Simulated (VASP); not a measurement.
# Al2Rh (P4_2/nmc) in VASP: a series of runs, part 2 of 2

VASP 6.6.1.

## Step 3: Single point, PBE

This run uses another cell than the first one, of 16.31 Å³/atom.

INCAR reads:

```
ALGO = Normal
EDIFF = 1E-6
ENCUT = 500
GGA = PE
GGA_COMPAT = F
ISIF = 2
ISMEAR = 0
LASPH = T
LCHARG = T
LELF = T
LREAL = F
LVHAR = T
LWAVE = F
NBANDS = 30
NELM = 120
PREC = Accurate
SIGMA = 0.1
```

KPOINTS reads:

```
k-points
0
Gamma
  6 6 2
```

POSCAR reads:

```
Al2Rh
1.0
    2.8487824875      0.0000000000      0.0000000000
    0.0000000000      2.8487824875      0.0000000000
    0.0000000000      0.0000000000     12.0608407048
Al Rh
4 2
Direct
    0.0000000000      0.5000000000      0.8333568073
    0.0000000000      0.5000000000      0.3333568073
    0.5000000000      0.0000000000      0.6666431927
    0.5000000000      0.0000000000      0.1666431927
    0.0000000000      0.0000000000      0.5000000000
    0.5000000000      0.5000000000      0.0000000000
```

Potentials or basis: VASP PAW PBE potentials, release 64 (Al, Rh_pv).

Started as:

```console
$ cat potpaw_PBE.64/Al/POTCAR potpaw_PBE.64/Rh_pv/POTCAR > POTCAR
$ mpirun -np 1 vasp_std > vasp.out
```

OUTCAR:

```text
EDIFF = 1E-6
   ENCUT = 500
   GGA = PE
   ISIF = 2
   ISMEAR = 0
   LASPH = T
   LREAL = F
   NELM = 120
   PREC = Accurate

 ion  position               nearest neighbor table
   1  0.000  0.500  0.833-   6 2.46   6 2.46   3 2.85   3 2.85   3 2.85   3 2.85
   2  0.000  0.500  0.333-   5 2.46   5 2.46   4 2.85   4 2.85   4 2.85   4 2.85
   3  0.500  0.000  0.667-   5 2.46   5 2.46   1 2.85   1 2.85   1 2.85   1 2.85
   4  0.500  0.000  0.167-   6 2.46   6 2.46   2 2.85   2 2.85   2 2.85   2 2.85
   5  0.000  0.000  0.500-   2 2.46   3 2.46   2 2.46   3 2.46
   6  0.500  0.500  0.000-   1 2.46   4 2.46   4 2.46   1 2.46

  LATTYP: Found a simple tetragonal cell.
 ALAT       =     2.8487824875
 C/A-ratio  =     4.2336825496

  Lattice vectors:

 A1 = (   2.8487824875,   0.0000000000,   0.0000000000)
 A2 = (   0.0000000000,   2.8487824875,   0.0000000000)
 A3 = (   0.0000000000,   0.0000000000,  12.0608407048)

Analysis of symmetry for initial positions (statically):
=====================================================================
 Subroutine PRICEL returns:
 Original cell was already a primitive cell.

 Routine SETGRP: Setting up the symmetry group for a
 simple tetragonal supercell.

 Subroutine GETGRP returns: Found 16 space group operations
 (whereof  8 operations were pure point group operations)
 out of a pool of 16 trial point group operations.

The static configuration has the point symmetry D_2d.
 The point group associated with its full space group is D_4h.

Analysis of symmetry for dynamics (positions and initial velocities):
=====================================================================
 Subroutine PRICEL returns:
 Original cell was already a primitive cell.

 Routine SETGRP: Setting up the symmetry group for a
 simple tetragonal supercell.
[... 127 lines left out ...]
   IMIX   =      4    mixing-type and parameters
     AMIX     =   0.40;   BMIX     =  1.00
     AMIX_MAG =   1.60;   BMIX_MAG =  1.00
  volume/ion in A,a.u.               =      16.31       110.09
  Fermi-wavevector in a.u.,A,eV,Ry     =   1.234788  2.333412 20.744835  1.524702
  Thomas-Fermi vector in A             =   2.369464
   LORBIT       =      0    0 simple, 1 ext, 2 COOP (PROOUT), +10 PAW based schemes
   GGA     = PE    functional components
   LHFCALC =     F    Hartree Fock is set to
   AEXX    =    0.0000 exact exchange contribution
   IVDW    =     0    specifies the selected vdW correction
   LEPSILON=     F    determine dielectric tensor
   LRPA    =     F    only Hartree local field effects (RPA)
 non-spin polarized calculation
 Gauss-broadening in eV      SIGMA  =   0.10
  energy-cutoff  :      500.00
  volume of cell :       97.88
 maximum number of plane-waves:      2508
 NGX is ok and might be reduce to    24
   NGX = 11   NGY = 11   NGZ = 43

 number of electron      41.9999993 magnetization

 Free energy of the ion-electron system (eV)
  ---------------------------------------------------
  ext. energy  EPLUGINS =         0.00000000
  ---------------------------------------------------
  free energy    TOTEN  =       -30.36478382 eV

  energy without entropy =      -30.33740670  energy(sigma->0) =      -30.35109526

 E-fermi :   7.9513     XC(G=0): -11.0443

 val. band max:        7.9280877358   @ k =   0.5000   0.5000   0.0000
 cond. band min:       7.9675677754   @ k =   0.1667   0.0000   0.0000
 fundamental gap:      0.0394800396
 Fermi energy:         7.9513138008

 k-point     1 :       0.0000    0.0000    0.0000
  band No.  band energies     occupation
      1     -37.8063      2.00000
      2     -37.8063      2.00000
      3     -37.5015      2.00000
      4     -37.5015      2.00000
      5     -37.5015      2.00000
      6     -37.5015      2.00000
[... 649 lines left out ...]
     29      11.5135      0.00000
     30      11.5135      0.00000

------------------------ aborting loop because EDIFF is reached ----------------------------------------

  FORCE on cell =-STRESS in cart. coord.  units (eV):
  Direction    XX          YY          ZZ          XY          YZ          ZX
  --------------------------------------------------------------------------------------
  -------------------------------------------------------------------------------------
  Total        0.0188675      0.0188675      0.0452413      0.0000000     -0.0000000      0.0000000
  in kB        0.3088363      0.3088363      0.7405422      0.0000000     -0.0000000      0.0000000
  external PRESSURE =       0.4527383 kB  Pullay stress =       0.0000000 kB

 VOLUME and BASIS-vectors are now :
 -----------------------------------------------------------------------------
  energy-cutoff  :      500.00
  volume of cell :       97.88
      direct lattice vectors                 reciprocal lattice vectors
     2.848782487  0.000000000  0.000000000     0.351027151  0.000000000  0.000000000
     0.000000000  2.848782487  0.000000000     0.000000000  0.351027151  0.000000000
     0.000000000  0.000000000 12.060840705     0.000000000  0.000000000  0.082912960

 POSITION                                       TOTAL-FORCE (eV/Angst)
 -----------------------------------------------------------------------------------
      0.00000      1.42439     10.05098        -0.000000     -0.000000     -0.017533
      0.00000      1.42439      4.02056         0.000000     -0.000000     -0.017533
      1.42439      0.00000      8.04028         0.000000      0.000000      0.017533
      1.42439      0.00000      2.00986         0.000000      0.000000      0.017533
      0.00000      0.00000      6.03042         0.000000      0.000000      0.000000
      1.42439      1.42439      0.00000         0.000000     -0.000000      0.000000
 -----------------------------------------------------------------------------------
    total drift:                                0.000000     -0.000000     -0.000000

  FREE ENERGIE OF THE ION-ELECTRON SYSTEM (eV)
  ---------------------------------------------------
  free  energy   TOTEN  =       -30.3647838213 eV

  energy  without entropy=      -30.3374066969  energy(sigma->0) =      -30.35109526
```

Wall time 1.7 min (1 thread of Intel Xeon 8259CL, shared host); peak memory 0.23 GiB.

What came out:

| Quantity | Value |
| --- | --- |
| Free energy | -30.3648 eV |
| Pressure | 0.0 GPa |
| Largest force | 0.018 eV/Å |
| Band gap on the k mesh | zero (bands 21 and 22 overlap by 2.51 eV) |

Forces in eV/Å, atoms in the order of the input:
```
Al   0.000  0.000 -0.018
Al   0.000  0.000 -0.018
Al   0.000  0.000  0.018
Al   0.000  0.000  0.018
Rh   0.000  0.000  0.000
Rh   0.000  0.000  0.000
```

Caveat: the k points lie up to 0.37 Å⁻¹ apart, too coarse for converged energies and pressures of a metal.

## Step 4: Relaxation of cell and atoms, PBE

INCAR reads:

```
PREC = Accurate ; ENCUT = 500
EDIFF = 1E-7 ; ISMEAR = 0
SIGMA = 0.1 ; LREAL = F
LASPH = T ; NELM = 120
ALGO = Normal ; ISIF = 3
LWAVE = F ; LCHARG = F
GGA = PE ; IBRION = 2
NSW = 90 ; EDIFFG = -0.04
GGA_COMPAT = F ; NELMIN = 4
```

KPOINTS reads:

```
regular mesh
0
Gamma
  6 6 2
```

POSCAR reads:

```
Al2Rh
1.0
    3.0572254500      0.0000000000      0.0000000000
    0.0000000000      3.0572254500      0.0000000000
    0.0000000000      0.0000000000      9.9767829700
Al Rh
4 2
Direct
    0.0000000000      0.5000000000      0.8765436400
    0.0000000000      0.5000000000      0.3765436400
    0.5000000000      0.0000000000      0.6234563600
    0.5000000000      0.0000000000      0.1234563600
    0.0000000000      0.0000000000      0.5000000000
    0.5000000000      0.5000000000      0.0000000000
```

Started as:

```console
$ cat potpaw_PBE.64/Al/POTCAR potpaw_PBE.64/Rh_pv/POTCAR > POTCAR
$ mpirun -np 1 vasp_std > vasp.out
```

Wall time 19 min (1 thread of Intel Xeon 8259CL, shared host); peak memory 0.24 GiB.

It converged, with:

| Property | Result |
| --- | --- |
| Free energy | -30.3500 eV |
| Relaxed volume | 16.33 Å³/atom |
| Relaxed cell | a = 2.856 Å, b = 2.856 Å, c = 12.008 Å, α = 90.00°, β = 90.00°, γ = 90.00° |
| Space group after relaxing (to 0.1 Å) | P4_2/nmc (No. 137) |
| Energy gained by relaxing | 2076.4 meV/atom |
| Ionic steps | 18 |
| Pressure after relaxing | -0.2 GPa |
| Largest force after relaxing | 0.020 eV/Å |
| Band gap on the k mesh | zero (bands 21 and 22 overlap by 2.53 eV) |

Forces on the atoms (eV/Å):
```
Al   0.000  0.000  0.020
Al   0.000  0.000  0.020
Al   0.000  0.000 -0.020
Al   0.000  0.000 -0.020
Rh   0.000  0.000  0.000
Rh   0.000  0.000  0.000
```

Stress tensor (GPa, compression positive):
```
-0.31  0.00  0.00
 0.00 -0.31  0.00
 0.00  0.00 -0.11
```

The path:
| step | energy change (eV) | largest force (eV/Å) | pressure (GPa) | volume (Å³) |
| --- | --- | --- | --- | --- |
| 1 | 0.0000 | 11.0287 | 74.97 | 93.25 |
| 2 | -1.0384 | 1.0281 | -11.76 | 229.64 |
| 3 | -10.1859 | 0.1941 | -11.12 | 137.83 |
| 4 | -10.5120 | 0.6758 | -8.43 | 131.79 |
| 5 | -10.6536 | 1.5075 | -3.16 | 123.79 |
| 6 | -10.6587 | 1.3884 | -3.95 | 124.80 |
| 7 | -11.2480 | 1.2704 | -4.17 | 118.20 |
| 8 | -12.2771 | 0.2136 | 0.60 | 99.42 |
| 9 | -12.3592 | 0.3401 | -0.93 | 99.54 |
| 10 | -12.3930 | 0.5068 | -3.08 | 99.47 |
| 11 | -12.3991 | 0.4486 | -2.42 | 99.54 |
| 12 | -12.4399 | 0.2932 | -0.38 | 97.37 |
| 13 | -12.4423 | 0.2567 | 0.26 | 96.78 |
| 14 | -12.4423 | 0.2510 | 0.37 | 96.69 |
| 15 | -12.4508 | 0.1685 | 0.32 | 96.97 |
| 16 | -12.4577 | 0.0104 | 0.27 | 97.61 |
| 17 | -12.4577 | 0.0019 | 0.27 | 97.56 |
| 18 | -12.4581 | 0.0196 | -0.24 | 97.97 |

Final structure:
```
Al Rh
1.0
     2.85640    0.00000    0.00000
     0.00000    2.85640    0.00000
     0.00000    0.00000   12.00759
Al Rh
4 2
Direct
  0.00000 0.50000 0.83284
  0.00000 0.50000 0.33284
  0.50000 0.00000 0.66716
  0.50000 0.00000 0.16716
  0.00000 0.00000 0.50000
  0.50000 0.50000 0.00000
```

Levels at points of the mesh, in eV from the Fermi level:
| k point | band 17 | band 18 | band 19 | band 20 | band 21 | band 22 | band 23 | band 24 |
| --- | --- | --- | --- | --- | --- | --- | --- | --- |
| (0.00, 0.00, 0.00) | -1.03 | -1.02 | -1.02 | -0.41 | 0.36 | 0.36 | 2.97 | 6.86 |
| (0.50, 0.00, 0.00) | -0.87 | -0.87 | -0.76 | -0.76 | -0.14 | -0.14 | 0.49 | 0.49 |
| (0.50, 0.50, 0.00) | -0.19 | -0.19 | -0.04 | -0.04 | 0.96 | 0.96 | 1.21 | 1.21 |
| (0.00, 0.00, 0.50) | -1.03 | -1.03 | -1.03 | -1.03 | 0.36 | 0.36 | 4.76 | 4.76 |
| (0.50, 0.00, 0.50) | -1.44 | -1.44 | -0.87 | -0.87 | -0.76 | -0.76 | 1.88 | 1.88 |
| (0.50, 0.50, 0.50) | -0.41 | -0.41 | 0.26 | 0.26 | 0.26 | 0.26 | 1.22 | 1.22 |

Caveat: a cell axis changed by over 15 % at a fixed basis, so the end point is rough.

## Step 5: Overview

| task | cell | gap on the mesh (eV) | pressure (GPa) | largest force (eV/Å) |
| --- | --- | --- | --- | --- |
| single point | a = 3.057, b = 3.057, c = 9.977 Å, 6 atoms, atomic positions A | none | 75.0 | 11.03 |
| single point | a = 2.849, b = 2.849, c = 12.061 Å, 6 atoms, atomic positions B | none | 0.0 | 0.02 |
| relaxation of cell and atoms | relaxed from a = 3.057, b = 3.057, c = 9.977 Å, 6 atoms, atomic positions A | none | -0.2 | 0.02 |

Alike in all rows: level PBE; potentials or basis VASP PAW PBE potentials, release 64 (Al, Rh_pv); no spin polarisation; k mesh 6 × 6 × 2; cutoff (eV) 500; smearing gaussian 0.1 eV.

Caveats: some runs use coarse meshes; the cell stands under pressure (at least some runs); forces of over 1 eV/Å act on the atoms, so gaps and moduli don't describe the material at rest (at least some runs); a cell axis changed by over 15 % at a fixed basis, so the end point is rough (at least some runs).

Total energies depend on the potentials used, so only differences within one code and one set of settings carry meaning.
